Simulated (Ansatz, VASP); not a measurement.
## Two plane-wave programs on AlO

```
Al O
1.0
     2.97311    0.00000    0.00000
    -1.48655    2.57479    0.00000
     0.00000    0.00000    7.78495
Al O
2 2
Direct
  0.00000 0.00000 0.66890
  0.00000 0.00000 0.33110
  0.33333 0.66667 0.75423
  0.66667 0.33333 0.24577
```

Change from the starting cell: ordered vacancies on the anion sites of cadmium iodide (P-3m1, No. 164).

Alike in both runs: functional PBE; k mesh 12 × 12 × 4; occupations gaussian, width 0.02 eV; no spin polarisation.

Ansatz relaxed the structure, and its values are those at the end. VASP's run is a single point on that final structure, the one shown.

|  | VASP | Ansatz |
| --- | --- | --- |
| version | VASP 6.6.1 | Ansatz 0.2.0 |
| potentials or method | VASP PAW PBE potentials, release 64 (Al, O), cutoff 520 eV | scalar-relativistic, plane waves, PAW |
| valence electrons in the cell | 18 | 18 |

VASP gave:

```
gap on the k mesh at the Fermi level (eV) : 1.11
least direct gap on the mesh (eV)         : 1.79
pressure (GPa)                            : 0.0
rms of the force components (eV/Å)        : 0.012
```

Problem. Estimate Ansatz's values.

Solution. gap on the k mesh at the Fermi level (eV): 1.09; least direct gap on the mesh (eV): 1.79; pressure (GPa): 0.0; rms of the force components (eV/Å): 0.000.

The functional is the same, so the differences come from potentials, cutoffs and numerics.
